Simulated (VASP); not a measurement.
Input of a VASP 6.6.1 run:

Contents of INCAR:

```
SYSTEM = NaI
PREC     = Accurate       ! precision mode
ENCUT    = 500            ! plane-wave cutoff, eV
EDIFF    = 1E-6           ! SCF threshold, eV
ISMEAR   = 0              ! smearing method
SIGMA    = 0.01           ! smearing width, eV
LREAL    = .FALSE.        ! projectors in reciprocal space
LASPH    = .TRUE.         ! aspherical terms in the spheres
NELM     = 120            ! most SCF steps
ALGO     = Normal         ! electronic algorithm
ISIF     = 2              ! what is computed and relaxed
LWAVE    = .FALSE.        ! write WAVECAR
LCHARG   = .TRUE.         ! write CHGCAR
GGA      = PE             ! functional
LELF     = .TRUE.         ! ELF
LVHAR    = .TRUE.       
NBANDS   = 14             ! bands
GGA_COMPAT= .FALSE.
```

Contents of KPOINTS:

```
Automatic mesh
0
Gamma
  1 1 1
  0.5 0.5 0.5
```

POSCAR

```
NaI
1.0
    0.0000000000      2.7253065100      2.7253065100
    2.7253065100      0.0000000000      2.7253065100
    2.7253065100      2.7253065100      0.0000000000
Na I
1 1
Direct
    0.0000000000      0.0000000000      0.0000000000
    0.5361261200      0.4488198700      0.4765441500
```

Potentials or basis: VASP PAW PBE potentials, release 64 (Na_pv, I).

Launch:

```sh
$ cat potpaw_PBE.64/Na_pv/POTCAR potpaw_PBE.64/I/POTCAR > POTCAR
$ mpirun -np 1 vasp_std > vasp.out
```

What does it give for the pressure?

36.2 GPa.

What does it give for the band gap on the k mesh?

5.70 eV, direct.

What does it give for the largest force?

1.712 eV/Å.

Stress tensor (GPa, compression positive):
```
39.84  0.36 -0.43
 0.36 34.34  0.07
-0.43  0.07 34.40
```

Caveat: the k points lie up to 2.00 Å⁻¹ apart; spin-orbit coupling is left out, which moves the levels of the heavy elements; forces of over 1 eV/Å act on the atoms, so gaps and moduli don't describe the material at rest. Expect the measured gap to be larger: semilocal functionals such as PBE lack the derivative discontinuity.
